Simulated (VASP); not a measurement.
Input of a VASP 6.6.1 run:

INCAR

```
SYSTEM = Hf
PREC = Accurate
ENCUT = 520
EDIFF = 1E-6
ISMEAR = -1
SIGMA = 0.08
LREAL = .FALSE.
LASPH = .TRUE.
NELM = 60
ALGO = Normal
ISIF = 2
LWAVE = .FALSE.
LCHARG = .TRUE.
GGA = PE
LELF = .TRUE.
LVHAR = .TRUE.
NBANDS = 28
```

Contents of KPOINTS:

```
regular mesh
0
G
  4 7 4
  0 0 0
```

POSCAR

```
Hf
1.0
    6.3934000000      0.0000000000      0.0000000000
   -1.5983500000      2.7684234083      0.0000000000
    0.0000000000      0.0000000000      5.0578000000
Hf
4
Direct
    0.1669822122      0.6524128479      0.2496866226
    0.6797166598      0.6841489616      0.2470520780
    0.3328336538      0.3387679057      0.7545120408
    0.8204674908      0.3246703511      0.7487494563
```

Potentials or basis: VASP PAW PBE potentials, release 64 (Hf_pv).

Run with:

```bash
$ cat potpaw_PBE.64/Hf_pv/POTCAR > POTCAR
$ mpirun -np 1 vasp_std > vasp.out
```

**Question.** Estimate the band gap on the k mesh.

**Answer.** Zero (band 20 reaches 5.87 eV, above the bottom of band 21 at 4.63 eV).

**Question.** Estimate the pressure.

**Answer.** 0.4 GPa.

Forces in eV/Å, atoms in the order of the input:
```
Hf   0.087  0.346  0.061
Hf  -0.370 -0.402  0.058
Hf  -0.125 -0.277 -0.120
Hf   0.407  0.334  0.000
```

Caveat: spin-orbit coupling is left out, which moves the levels of the heavy elements.
